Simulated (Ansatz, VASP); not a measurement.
# One calculation of Se, two programs

```xyz
2
Lattice="0.0000 2.9720 2.9720 2.9720 0.0000 2.9720 2.9720 2.9720 0.0000" Properties=species:S:1:pos:R:3 pbc="T T T"
Se   -0.5201   -0.9659   -0.9659
Se    0.5201    0.9659    0.9659
```

Change from the starting cell: shortest bond scaled by 0.7, LAPW.

Alike in both runs: task single point; functional LDA; k mesh 9 × 9 × 9; occupations fermi-dirac, width 0.05 eV; no spin polarisation.

|  | VASP | Ansatz |
| --- | --- | --- |
| version | VASP 6.6.1 | Ansatz 0.2.0 |
| potentials or method | VASP PAW LDA potentials, release 64 (Se), cutoff 520 eV | all-electron LAPW, scalar-relativistic |

|  | VASP | Ansatz | Ansatz less VASP |
| --- | --- | --- | --- |
| pressure (GPa) | 39.3 | 38.0 | -1.23 |
| traceless stress, the component that is largest in VASP (GPa) | -35.86 | -34.75 | +1.115 |
| rms of the force components (eV/Å) | 11.125 | 10.784 | -0.3411 |

LDA's correlation is that of Perdew and Zunger in VASP and of Perdew and Wang (1992) in Ansatz. Atom by atom the forces differ by 0.341 eV/Å (rms over components). Both programs put the cell under a high pressure, so it lies far from rest at this level. Ansatz ran all-electron here, and VASP with PAW potentials.
